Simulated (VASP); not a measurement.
# Sb2Pt (Pa-3) in VASP: single point with LDA

Aim: the single point of Sb2Pt with LDA.

Program: VASP 6.6.1. These are calculated values, not measurements. Logs are shortened: lines on timing, memory, paths and dates and some standing lists are left out, and cuts for length are marked.

### 1 The cell of the first run

It takes space group Pa-3 (No. 205, cubic). Conventional cell: a = 6.422 Å, b = 6.422 Å, c = 6.422 Å, α = 90.00°, β = 90.00°, γ = 90.00°. Sb (site symmetry 3) has 3 Pt at 2.66 Å and 7 Sb at 2.79 to 3.59 Å within 3.6 Å. Pt (site symmetry -3) has 6 Sb at 2.66 Å within 3.5 Å.

### 2 Single point, LDA

File INCAR:

```
SYSTEM = Sb2Pt
ALGO = Normal
EDIFF = 1E-7
ENCUT = 520
ISIF = 2
ISMEAR = 0
LASPH = .True.
LCHARG = .False.
LREAL = .False.
LWAVE = .False.
NBANDS = 52
NELM = 100
PREC = Accurate
SIGMA = 0.1
```

File KPOINTS:

```
k-points
0
Gamma
  6 6 6
  0 0 0
```

File POSCAR:

```
Sb2Pt
1.0
    6.4217097356      0.0000000000      0.0000000000
    0.0000000000      6.4217097356      0.0000000000
    0.0000000000      0.0000000000      6.4217097356
Sb Pt
8 4
Direct
    0.3746555407      0.3746555407      0.3746555407
    0.1253444593      0.6253444593      0.8746555407
    0.8746555407      0.1253444593      0.6253444593
    0.6253444593      0.8746555407      0.1253444593
    0.6253444593      0.6253444593      0.6253444593
    0.8746555407      0.3746555407      0.1253444593
    0.1253444593      0.8746555407      0.3746555407
    0.3746555407      0.1253444593      0.8746555407
    0.0000000000      0.0000000000      0.0000000000
    0.5000000000      0.0000000000      0.5000000000
    0.5000000000      0.5000000000      0.0000000000
    0.0000000000      0.5000000000      0.5000000000
```

Potentials or basis: VASP PAW LDA potentials, release 64 (Sb, Pt).

The run is started by

```
cat potpaw_LDA.64/Sb/POTCAR potpaw_LDA.64/Pt/POTCAR > POTCAR
mpirun -np 1 vasp_std > vasp.out
```

OUTCAR:

```text
SYSTEM = Sb2Pt
   EDIFF = 1E-7
   ENCUT = 520
   ISIF = 2
   ISMEAR = 0
   LASPH = .True.
   LREAL = .False.
   NELM = 100
   PREC = Accurate

 ion  position               nearest neighbor table
   1  0.375  0.375  0.375-  10 2.66  11 2.66  12 2.66   5 2.79   6 3.59   7 3.59   8 3.59   8 3.59
                             7 3.59   6 3.59
   2  0.125  0.625  0.875-   9 2.66  11 2.66  12 2.66   6 2.79   5 3.59   7 3.59   8 3.59   7 3.59
                             8 3.59   5 3.59
   3  0.875  0.125  0.625-   9 2.66  10 2.66  12 2.66   7 2.79   6 3.59   5 3.59   8 3.59   6 3.59
                             5 3.59   8 3.59
   4  0.625  0.875  0.125-   9 2.66  10 2.66  11 2.66   8 2.79   6 3.59   7 3.59   5 3.59   5 3.59
                             6 3.59   7 3.59
   5  0.625  0.625  0.625-  10 2.66  11 2.66  12 2.66   1 2.79   2 3.59   3 3.59   4 3.59   4 3.59
                             3 3.59   2 3.59
   6  0.875  0.375  0.125-   9 2.66  11 2.66  12 2.66   2 2.79   1 3.59   3 3.59   4 3.59   3 3.59
                             4 3.59   1 3.59
   7  0.125  0.875  0.375-   9 2.66  10 2.66  12 2.66   3 2.79   2 3.59   1 3.59   4 3.59   2 3.59
                             1 3.59   4 3.59
   8  0.375  0.125  0.875-   9 2.66  10 2.66  11 2.66   4 2.79   2 3.59   3 3.59   1 3.59   1 3.59
                             2 3.59   3 3.59
   9  0.000  0.000  0.000-   2 2.66   3 2.66   4 2.66   6 2.66   7 2.66   8 2.66
  10  0.500  0.000  0.500-   1 2.66   3 2.66   4 2.66   5 2.66   7 2.66   8 2.66
  11  0.500  0.500  0.000-   1 2.66   2 2.66   4 2.66   5 2.66   6 2.66   8 2.66
  12  0.000  0.500  0.500-   1 2.66   2 2.66   3 2.66   5 2.66   6 2.66   7 2.66

  LATTYP: Found a simple cubic cell.
 ALAT       =     6.4217097356

  Lattice vectors:

 A1 = (   6.4217097356,   0.0000000000,   0.0000000000)
 A2 = (   0.0000000000,   6.4217097356,   0.0000000000)
 A3 = (   0.0000000000,   0.0000000000,   6.4217097356)

Analysis of symmetry for initial positions (statically):
=====================================================================
 Subroutine PRICEL returns:
 Original cell was already a primitive cell.

 Routine SETGRP: Setting up the symmetry group for a
 simple cubic supercell.

 Subroutine GETGRP returns: Found 24 space group operations
 (whereof  6 operations were pure point group operations)
 out of a pool of 48 trial point group operations.

The static configuration has the point symmetry S_6 .
 The point group associated with its full space group is T_h .

Analysis of symmetry for dynamics (positions and initial velocities):
=====================================================================
 Subroutine PRICEL returns:
 Original cell was already a primitive cell.

 Routine SETGRP: Setting up the symmetry group for a
 simple cubic supercell.

 Subroutine GETGRP returns: Found 24 space group operations
 (whereof  6 operations were pure point group operations)
 out of a pool of 48 trial point group operations.

The dynamic configuration has the point symmetry S_6 .
 The point group associated with its full space group is T_h .

 Subroutine INISYM returns: Found 24 space group operations
 (whereof  6 operations are pure point group operations),
 and found     1 'primitive' translations

----------------------------------------------------------------------------------------

                                     Primitive cell

  volume of cell :     264.8208

  direct lattice vectors                    reciprocal lattice vectors
     6.421709736  0.000000000  0.000000000     0.155721769  0.000000000  0.000000000
     0.000000000  6.421709736  0.000000000     0.000000000  0.155721769  0.000000000
     0.000000000  0.000000000  6.421709736     0.000000000  0.000000000  0.155721769

  length of vectors
     6.421709736  6.421709736  6.421709736     0.155721769  0.155721769  0.155721769

  position of ions in fractional coordinates (direct lattice)
     0.374655541  0.374655541  0.374655541
     0.125344459  0.625344459  0.874655541
     0.874655541  0.125344459  0.625344459
     0.625344459  0.874655541  0.125344459
     0.625344459  0.625344459  0.625344459
     0.874655541  0.374655541  0.125344459
     0.125344459  0.874655541  0.374655541
[... 24 lines left out ...]

Automatic generation of k-mesh.
 Grid dimensions read from file:
 generate k-points for:    6    6    6

 Generating k-lattice:

  Cartesian coordinates                     Fractional coordinates (reciprocal lattice)
     0.025953628  0.000000000  0.000000000     0.166666667  0.000000000  0.000000000
     0.000000000  0.025953628  0.000000000     0.000000000  0.166666667  0.000000000
     0.000000000  0.000000000  0.025953628     0.000000000  0.000000000  0.166666667

  Length of vectors
     0.025953628  0.025953628  0.025953628

  Shift w.r.t. Gamma in fractional coordinates (k-lattice)
     0.000000000  0.000000000  0.000000000

 Subroutine IBZKPT returns following result:
 ===========================================

 Found     24 irreducible k-points:

 Following reciprocal coordinates:
            Coordinates               Weight
  0.000000  0.000000  0.000000      1.000000
  0.166667  0.000000  0.000000      6.000000
  0.333333  0.000000  0.000000      6.000000
  0.500000  0.000000  0.000000      3.000000
  0.166667  0.166667  0.000000     12.000000
  0.333333  0.166667  0.000000     12.000000
[... 16 lines left out ...]
  0.500000  0.500000  0.333333      6.000000
  0.500000  0.500000  0.500000      1.000000
   k-points           NKPTS =     24   k-points in BZ     NKDIM =     24   number of bands    NBANDS=     52
   number of dos      NEDOS =    301   number of ions     NIONS =     12
   total plane-waves  NPLWV = 110592
   dimension x,y,z NGX =    48 NGY =   48 NGZ =   48
   dimension x,y,z NGXF=    96 NGYF=   96 NGZF=   96
   ions per type =               8   4
   NGX,Y,Z   is equivalent  to a cutoff of  12.43, 12.43, 12.43 a.u.
   NGXF,Y,Z  is equivalent  to a cutoff of  24.85, 24.85, 24.85 a.u.
 SYSTEM =  Sb2Pt
   PREC   = accura    normal or accurate (medium, high low for compatibility)
   ISTART =      0    job   : 0-new  1-cont  2-samecut
   ICHARG =      2    charge: 1-file 2-atom 10-const
   ISPIN  =      1    spin polarized calculation?
   LNONCOLLINEAR =      F non collinear calculations
   LSORBIT =      F    spin-orbit coupling
   LASPH  =      T    aspherical Exc in radial PAW
   ENCUT  =  520.0 eV  38.22 Ry    6.18 a.u.  11.94 11.94 11.94*2*pi/ulx,y,z
   NELM   =    100;   NELMIN=  2; NELMDL= -5     # of ELM steps
   EDIFF  = 0.1E-06   stopping-criterion for ELM
   LREAL  =      F    real-space projection
   EDIFFG = 0.1E-05   stopping-criterion for IOM
   NSW    =      0    number of steps for IOM
   IBRION =     -1    ionic relax: 0-MD 1-quasi-New 2-CG
   NFREE  =      0    steps in history (QN), initial steepest desc. (CG)
   ISIF   =      2    stress and relaxation
   ISYM   =      2    0-nonsym 1-usesym 2-fastsym
   POTIM  = 0.5000    time-step for ionic-motion
   TEBEG  =    0.0;   TEEND  =   0.0 temperature during run
   PSTRESS=    0.0 pullay stress
   NELECT =      80.0000    total number of electrons
   NUPDOWN=      -1.0000    fix difference up-down
   EMIN   =  10.00;   EMAX   =-10.00  energy-range for DOS
   EFERMI =   0.00;   METHOD = LEGACY
   ISMEAR =     0;   SIGMA  =   0.10  broadening in eV -4-tet -1-fermi 0-gaus
   EFERMI_NEDOS =   21; number of points for ismear=-14 and -15
   IALGO  =     38    algorithm
   IMIX   =      4    mixing-type and parameters
     AMIX     =   0.40;   BMIX     =  1.00
     AMIX_MAG =   1.60;   BMIX_MAG =  1.00
  volume/ion in A,a.u.               =      22.07       148.92
  Fermi-wavevector in a.u.,A,eV,Ry     =   1.098468  2.075804 16.417230  1.206632
  Thomas-Fermi vector in A             =   2.234846
   LORBIT       =      0    0 simple, 1 ext, 2 COOP (PROOUT), +10 PAW based schemes
   GGA     = CA    functional components
   LHFCALC =     F    Hartree Fock is set to
   AEXX    =    0.0000 exact exchange contribution
   IVDW    =     0    specifies the selected vdW correction
   LEPSILON=     F    determine dielectric tensor
   LRPA    =     F    only Hartree local field effects (RPA)
 non-spin polarized calculation
 Gauss-broadening in eV      SIGMA  =   0.10
  energy-cutoff  :      520.00
  volume of cell :      264.82
 maximum number of plane-waves:      7184
   NGX = 23   NGY = 23   NGZ = 23

 number of electron      80.0000009 magnetization

 Free energy of the ion-electron system (eV)
  ---------------------------------------------------
  ext. energy  EPLUGINS =         0.00000000
  ---------------------------------------------------
  free energy    TOTEN  =       -74.70055220 eV

  energy without entropy =      -74.69244537  energy(sigma->0) =      -74.69649878

 E-fermi :   9.3969     XC(G=0): -11.1954

 val. band max:        9.3836252404   @ k =   0.3333   0.3333   0.0000
 cond. band min:       9.4531175762   @ k =   0.1667   0.0000   0.0000
 fundamental gap:      0.0694923358
 Fermi energy:         9.3969245922

 k-point     1 :       0.0000    0.0000    0.0000
  band No.  band energies     occupation
      1      -3.5236      2.00000
      2      -1.2188      2.00000
      3      -1.2188      2.00000
      4      -1.2188      2.00000
      5       0.2877      2.00000
      6       0.2877      2.00000
[... 1309 lines left out ...]
     51      12.1033      0.00000
     52      12.1033      0.00000

------------------------ aborting loop because EDIFF is reached ----------------------------------------

  FORCE on cell =-STRESS in cart. coord.  units (eV):
  Direction    XX          YY          ZZ          XY          YZ          ZX
  --------------------------------------------------------------------------------------
  -------------------------------------------------------------------------------------
  Total        0.4170070      0.4170070      0.4170070      0.0000000      0.0000000      0.0000000
  in kB        2.5229109      2.5229109      2.5229109      0.0000000      0.0000000      0.0000000
  external PRESSURE =       2.5229109 kB  Pullay stress =       0.0000000 kB

 VOLUME and BASIS-vectors are now :
 -----------------------------------------------------------------------------
  energy-cutoff  :      520.00
  volume of cell :      264.82
      direct lattice vectors                 reciprocal lattice vectors
     6.421709736  0.000000000  0.000000000     0.155721769  0.000000000  0.000000000
     0.000000000  6.421709736  0.000000000     0.000000000  0.155721769  0.000000000
     0.000000000  0.000000000  6.421709736     0.000000000  0.000000000  0.155721769

 POSITION                                       TOTAL-FORCE (eV/Angst)
 -----------------------------------------------------------------------------------
      2.40593      2.40593      2.40593        -0.020106     -0.020106     -0.020106
      0.80493      4.01578      5.61678         0.020106      0.020106     -0.020106
      5.61678      0.80493      4.01578        -0.020106      0.020106      0.020106
      4.01578      5.61678      0.80493         0.020106     -0.020106      0.020106
      4.01578      4.01578      4.01578         0.020106      0.020106      0.020106
      5.61678      2.40593      0.80493        -0.020106     -0.020106      0.020106
      0.80493      5.61678      2.40593         0.020106     -0.020106     -0.020106
      2.40593      0.80493      5.61678        -0.020106      0.020106     -0.020106
      0.00000      0.00000      0.00000        -0.000000      0.000000      0.000000
      3.21085      0.00000      3.21085        -0.000000      0.000000      0.000000
      3.21085      3.21085      0.00000        -0.000000      0.000000      0.000000
      0.00000      3.21085      3.21085        -0.000000      0.000000      0.000000
 -----------------------------------------------------------------------------------
    total drift:                                0.000000      0.000000     -0.000000

  FREE ENERGIE OF THE ION-ELECTRON SYSTEM (eV)
  ---------------------------------------------------
  free  energy   TOTEN  =       -74.7005521956 eV

  energy  without entropy=      -74.6924453713  energy(sigma->0) =      -74.69649878
```

Wall time 4.1 min (1 thread of Intel Xeon Platinum 8259CL at 2.50GHz (Skylake/Cascade Lake), shared host); peak memory 0.42 GiB.

What came out:

```
Free energy            : -74.7006 eV
Pressure               : 0.3 GPa
Largest force          : 0.035 eV/Å
Band gap on the k mesh : zero (bands 40 and 41 overlap by 0.04 eV)
```

Forces on the atoms (eV/Å):
```
Sb  -0.020 -0.020 -0.020
Sb   0.020  0.020 -0.020
Sb  -0.020  0.020  0.020
Sb   0.020 -0.020  0.020
Sb   0.020  0.020  0.020
Sb  -0.020 -0.020  0.020
Sb   0.020 -0.020 -0.020
Sb  -0.020  0.020 -0.020
Pt   0.000  0.000  0.000
Pt   0.000  0.000  0.000
Pt   0.000  0.000  0.000
Pt   0.000  0.000  0.000
```

Caveat: spin-orbit coupling is left out, which moves the levels of the heavy elements.
